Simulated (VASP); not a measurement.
Write the native input for VASP 6.6.1 that does the following.

```yaml
Task: single point
Functional: PBE
Potentials_or_basis: VASP PAW PBE potentials, release 64 (Ni_sv_GW, Al)
Cutoff: 690 eV
k_mesh: 8 × 8 × 8
Occupations: fermi-dirac, width 0.05 eV
Spin: collinear spin, ferromagnetic start
Starting_moments: "[1.0, 0.0] μB"
Fixed_moment: 1 μB
Dipole_correction: no
Further_INCAR_settings: ALGO = Normal; EDIFF = 1e-06; NBANDS = 22
```

The structure of AlNi lies in POSCAR:

```
AlNi
1.0
    2.8810000000      0.0000000000      0.0000000000
    0.0000000000      2.8810000000      0.0000000000
    0.0000000000      0.0000000000      2.8810000000
Ni Al
1 1
Direct
    0.5000000000      0.5000000000      0.5000000000
    0.0000000000      0.0000000000      0.0000000000
```

The input as run:

INCAR

```
PREC = Accurate
ENCUT = 690
EDIFF = 1E-6
ISMEAR = -1
SIGMA = 0.05
LREAL = False
LASPH = True
NELM = 200
ALGO = Normal
ISIF = 2
LWAVE = False
LCHARG = False
ISPIN = 2
MAGMOM = 1 0
LORBIT = 11
NUPDOWN = 1.0
LMAXMIX = 4
GGA = PE
NBANDS = 22
GGA_COMPAT = False
```

KPOINTS

```
Automatic mesh
0
Gamma
  8 8 8
```

Potentials or basis: VASP PAW PBE potentials, release 64 (Ni_sv_GW, Al).

Command:

```console
$ cat potpaw_PBE.64/Ni_sv_GW/POTCAR potpaw_PBE.64/Al/POTCAR > POTCAR
$ mpirun -np 1 vasp_std > vasp.out
```

Results of the run:

```
Pressure                                              : 4.5 GPa
Net moment                                            : 1.00 μB per cell
Site moments                                          : Ni +0.71; Al +0.06 μB
Valence electrons inside the program's atomic spheres : Ni 16.42; Al 0.80
```

Caveat: the cell stands under pressure; the total moment is fixed, so each spin has its own Fermi level and the state may be an excited one.

Wall time 32 s on 1 thread of Intel(R) Xeon(R) 6975P-C (Granite Rapids), with other jobs on the host, peak memory 0.21 GiB.
